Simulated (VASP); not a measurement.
## Al2Co: relaxation of cell and atoms with PBE

Crystal: Al2Co.

```xyz
3
Lattice="4.1922 0.0000 0.0000 -2.0961 3.6306 0.0000 0.0000 0.0000 2.6218" Properties=species:S:1:pos:R:3 pbc="T T T"
Al    0.0000    2.4204    1.3109
Al    2.0961    1.2102    1.3109
Co    0.0000    0.0000    0.0000
```

The cell was built from a structure type or drawn by symmetry, and may not be a known phase.

* Program: VASP 6.6.1
* Task: relaxation of cell and atoms
* Functional: PBE
* Potentials or basis: VASP PAW PBE potentials, release 64 (Al, Co)
* Cutoff: 600 eV
* k mesh: 12 × 12 × 18
* Occupations: gaussian, width 0.1 eV
* Spin: no spin polarisation
* Dipole correction: no
* Further INCAR settings: ALGO = Fast; EDIFF = 1e-06; IBRION = 2; EDIFFG = -0.01; NSW = 100; ISIF = 3

```
Relaxed volume                        : 13.29 Å³/atom
Relaxed cell                          : a = 4.191 Å, b = 4.191 Å, c = 2.621 Å, α = 90.00°, β = 90.00°, γ = 120.00°
Space group after relaxing (to 0.1 Å) : P6/mmm (No. 191)
Ionic steps                           : 4
Pressure after relaxing               : 0.1 GPa
Band gap on the k mesh                : zero (an odd number of electrons rules out a gap without spin polarisation)
```

Final structure:
```
Al Co
1.0
     4.19083    0.00000    0.00000
    -2.09542    3.62937    0.00000
     0.00000    0.00000    2.62100
Al Co
2 1
Direct
  0.33333 0.66667 0.50000
  0.66667 0.33333 0.50000
  0.00000 0.00000 0.00000
```

Levels at points of the mesh, in eV from the Fermi level:
| k point | band 6 | band 7 | band 8 | band 9 | band 10 | band 11 |
| --- | --- | --- | --- | --- | --- | --- |
| (0.00, 0.00, 0.00) | -0.57 | -0.16 | -0.15 | -0.15 | 1.32 | 1.32 |
| (0.50, 0.00, 0.00) | -1.62 | -0.65 | -0.59 | 0.93 | 6.61 | 7.08 |
| (0.00, 0.00, 0.50) | -1.70 | 0.54 | 1.96 | 1.96 | 2.86 | 5.90 |
| (0.50, 0.00, 0.50) | -1.16 | -1.13 | 0.48 | 1.02 | 2.27 | 2.57 |

Run time: 95 s on 1 thread of Intel(R) Xeon(R) 6975P-C (Granite Rapids), with other jobs on the host, peak memory 0.27 GiB.

Caveat: the run has no spin polarisation, though such a crystal can be magnetic. Spin polarisation is off, so any magnetic state and its effect on volume and gap are missing.
